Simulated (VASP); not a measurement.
**TiO2: single point with PBE**

Crystal: TiO2.

```xyz
3
Lattice="2.8821 0.0000 0.0000 -1.4410 2.4959 0.0000 0.0000 0.0000 6.0207" Properties=species:S:1:pos:R:3 pbc="T T T"
Ti    0.0000    0.0000    0.0000
O     0.0000    1.6640    1.1265
O     0.0000    1.6640    4.8941
```

```yaml
Program: VASP 6.6.1
Task: single point
Functional: PBE
Potentials_or_basis: VASP PAW PBE potentials, release 64 (Ti_sv, O)
Cutoff: 520 eV
k_mesh: 12 × 12 × 6
Occupations: gaussian, width 0.02 eV
Spin: no spin polarisation
```

* Pressure: 0.6 GPa
* Largest force: 0.069 eV/Å
* Band gap on the k mesh: 1.07 eV, indirect (least direct gap 1.29 eV)

Forces in eV/Å, atoms in the order of the input:
```
Ti   0.000  0.000  0.000
O    0.000  0.000  0.069
O    0.000  0.000 -0.069
```

Stress tensor (GPa, compression positive):
```
0.61 0.00 0.00
0.00 0.61 0.00
0.00 0.00 0.45
```

Levels at points of the mesh, in eV from the valence-band top:
| k point | band 8 | band 9 | band 10 | band 11 | band 12 | band 13 | band 14 | band 15 | band 16 | band 17 |
| --- | --- | --- | --- | --- | --- | --- | --- | --- | --- | --- |
| (0.00, 0.00, 0.00) | -3.02 | -3.02 | -1.69 | -1.69 | -0.15 | 2.94 | 4.07 | 4.07 | 4.11 | 4.11 |
| (0.50, 0.00, 0.00) | -3.42 | -3.24 | -2.93 | -1.70 | -0.22 | 1.55 | 3.70 | 3.77 | 4.83 | 5.57 |
| (0.00, 0.00, 0.50) | -3.02 | -3.02 | -1.69 | -1.69 | -0.54 | 3.08 | 4.07 | 4.07 | 4.11 | 4.11 |
| (0.50, 0.00, 0.50) | -3.45 | -3.15 | -2.94 | -1.69 | -0.37 | 1.59 | 3.71 | 3.77 | 4.77 | 5.57 |

Run time: 53 s on 1 thread of Intel(R) Xeon(R) 6975P-C (Granite Rapids), with other jobs on the host, peak memory 0.19 GiB.

A k mesh can miss the band edges. Expect the measured gap to be larger: semilocal functionals such as PBE lack the derivative discontinuity.
